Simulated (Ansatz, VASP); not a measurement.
**Two plane-wave programs on In2O**

File INCAR:

```
  PREC = Accurate
  ENCUT = 600
  EDIFF = 1E-7
  ISMEAR = 0
  SIGMA = 0.1
  LREAL = False
  LASPH = True
  NELM = 120
  ALGO = Normal
  ISIF = 3
  LWAVE = False
  LCHARG = False
  GGA = PE
  IBRION = 2
  NSW = 90
  EDIFFG = -0.04
  GGA_COMPAT = False
  NELMIN = 4
```

The input KPOINTS:

```
regular mesh
0
Gamma
  4 4 6
```

File POSCAR:

```
In2O
1.0
    4.1132436700      0.0000000000      0.0000000000
    0.0000000000      4.1132436700      0.0000000000
    0.0000000000      0.0000000000      2.9085024900
In O
2 1
Direct
    0.0000000000      0.5000000000      0.0000000000
    0.5000000000      0.0000000000      0.0000000000
    0.5000000000      0.5000000000      0.5000000000
```

Input for Ansatz:

```yaml
crystal:
  lattice:
    - [4.11324367, 0.0, 0.0]
    - [0.0, 4.11324367, 0.0]
    - [0.0, 0.0, 2.90850249]
  atoms:
    - { symbol: In, position: [0.0, 0.5, 0.0] }
    - { symbol: In, position: [0.5, 0.0, 0.0] }
    - { symbol: O, position: [0.5, 0.5, 0.5] }
basis:
  ecutwfc: 420
kpoints:
  mp_grid: { grid: [4, 4, 6] }
hamiltonian:
  xc: pbe
scf:
  occupations: { method: gaussian, width: 0.1 }
  lower_state_search: "off"
output:
  forces: true
  stress: true
  eigenvalues: true
relax:
  adjacent_minimum: "off"
  f_tol: 0.04
  max_steps: 70
  cell: { stress_tol: 0.4 }
```

Change from the starting cell: ordered vacancies on the anion sites of caesium chloride (P4/mmm, No. 123).

Alike in both runs: task relaxation of cell and atoms; functional PBE; k mesh 4 × 4 × 6; occupations gaussian, width 0.1 eV; no spin polarisation.

```csv
,VASP,Ansatz
version,VASP 6.6.1,Ansatz 0.2.0
potentials or method,"VASP PAW PBE potentials, release 64 (In_d, O), cutoff 600 eV","scalar-relativistic, plane waves, PAW"
valence electrons in the cell,32,32
```

Ansatz gave:

| Quantity | Value |
| --- | --- |
| gap on the k mesh at the Fermi level, each at its own relaxed structure (eV) | none |
| relaxed volume (Å³/atom) | 20.14 |
| relaxed cell length with the largest relative difference (Å) | 3.249 |

Task: Which values does VASP return?

Result: gap on the k mesh at the Fermi level, each at its own relaxed structure (eV): none; relaxed volume (Å³/atom): 20.22; relaxed cell length with the largest relative difference (Å): 3.261.

A gap of «none» marks a metal or a gap that the smearing closes.

The k mesh is coarse, so the values compare programs but aren't converged. Noted on VASP's run: the volume moved by over 15 % at a fixed basis, so the end points are rough.
